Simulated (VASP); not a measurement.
Wanted: the native input for a VASP 6.6.1 run.

```
Task                   : single point
Functional             : LDA
Potentials or basis    : VASP PAW LDA potentials, release 64 (Cu_sv_GW)
Cutoff                 : 820 eV
k mesh                 : 7 × 7 × 2
Occupations            : fermi-dirac, width 0.1 eV
Spin                   : no spin polarisation
Dipole correction      : no
Further INCAR settings : ALGO = Normal; EDIFF = 1e-06; NBANDS = 46
```

The structure of Cu lies in POSCAR:

```
Cu
1.0
    2.5307600000      0.0000000000      0.0000000000
   -1.2653800000      2.1917100000      0.0000000000
    0.0000000000      0.0000000000      8.2618200000
Cu
4
Direct
    0.9925800000      0.9985900000      0.9998000000
    0.3255805529      0.6569400000      0.2506100000
    0.0082400000      0.0061200000      0.5010500000
    0.6724400000      0.3369600000      0.7519600000
```

The input as run:

INCAR

```
PREC = Accurate
ENCUT = 820
EDIFF = 1E-6
ISMEAR = -1
SIGMA = 0.1
LREAL = F
LASPH = T
NELM = 120
ALGO = Normal
ISIF = 2
LWAVE = F
LCHARG = F
NBANDS = 46
GGA_COMPAT = F
```

KPOINTS

```
Automatic mesh
0
Gamma
  7 7 2
```

Potentials or basis: VASP PAW LDA potentials, release 64 (Cu_sv_GW).

The run is started by

```bash
$ cat potpaw_LDA.64/Cu_sv_GW/POTCAR > POTCAR
$ mpirun -np 1 vasp_std > vasp.out
```

It gave:

* Pressure: -10.1 GPa
* Largest force: 0.095 eV/Å
* Band gap on the k mesh: zero (bands 38 and 39 overlap by 4.26 eV)

Caveat: the k points lie up to 0.41 Å⁻¹ apart, too coarse for converged energies and pressures of a metal.

Wall time 3.1 min on 1 thread of Intel(R) Xeon(R) Platinum 8488C (Sapphire Rapids), on a shared host, peak memory 0.29 GiB.
